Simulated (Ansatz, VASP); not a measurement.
## Pt in VASP and in Ansatz

File INCAR:

```
  PREC = Accurate
  ENCUT = 520
  EDIFF = 1E-6
  ISMEAR = -1
  SIGMA = 0.1
  LREAL = F
  LASPH = T
  NELM = 80
  ALGO = Normal
  ISIF = 2
  LWAVE = F
  LCHARG = F
  GGA = PS
  NBANDS = 11
```

The input KPOINTS:

```
regular mesh
0
Gamma
  16 16 16
```

Contents of POSCAR:

```
Pt
1.0
   -1.5613980215      1.5613980215      1.5613980215
    1.5613980215     -1.5613980215      1.5613980215
    1.5613980215      1.5613980215     -1.5613980215
Pt
1
Direct
    0.0000000000      0.0000000000      0.0000000000
```

Input for Ansatz:

```yaml
crystal:
  lattice:
    - [-1.5613980215, 1.5613980215, 1.5613980215]
    - [1.5613980215, -1.5613980215, 1.5613980215]
    - [1.5613980215, 1.5613980215, -1.5613980215]
  atoms:
    - { symbol: Pt, position: [0.0, 0.0, 0.0] }
hamiltonian:
  xc: pbesol
  pseudopotentials:
    kind: paw
    azcp:
      Pt: "pseudopotentials/Pt.paw.azcp"
basis:
  ecutwfc: 420
  fft_grid_basis: typed
kpoints:
  mp_grid: { grid: [16, 16, 16], shift: [0, 0, 0] }
magnetization:
  spin_polarized: false
scf:
  occupations: { method: fermi_dirac, width: 0.1 }
  lower_state_search: "off"
output:
  stress: true
```

Alike in both runs: task single point; functional PBEsol; k mesh 16 × 16 × 16; occupations fermi-dirac, width 0.1 eV; no spin polarisation.

|  | VASP | Ansatz |
| --- | --- | --- |
| version | VASP 6.6.1 | Ansatz 0.2.0 |
| potentials or method | VASP PAW PBE potentials, release 64 (Pt), cutoff 520 eV | plane waves (420 eV) with PAW, scalar-relativistic |
| valence electrons in the cell | 10 | 18 |

```tsv
	VASP	Ansatz	Ansatz less VASP
pressure (GPa)	-0.4	0.0	+0.38
```

VASP's potentials were made for PBE, not for PBEsol, and Ansatz warns of the same on its side. With one functional, cell and mesh, what is left measures potentials, basis and numerics. VASP's potentials hold 10 valence electrons a cell and Ansatz's 18, so a difference there can come from the potentials and not from the codes.

Spin-orbit coupling is off throughout.
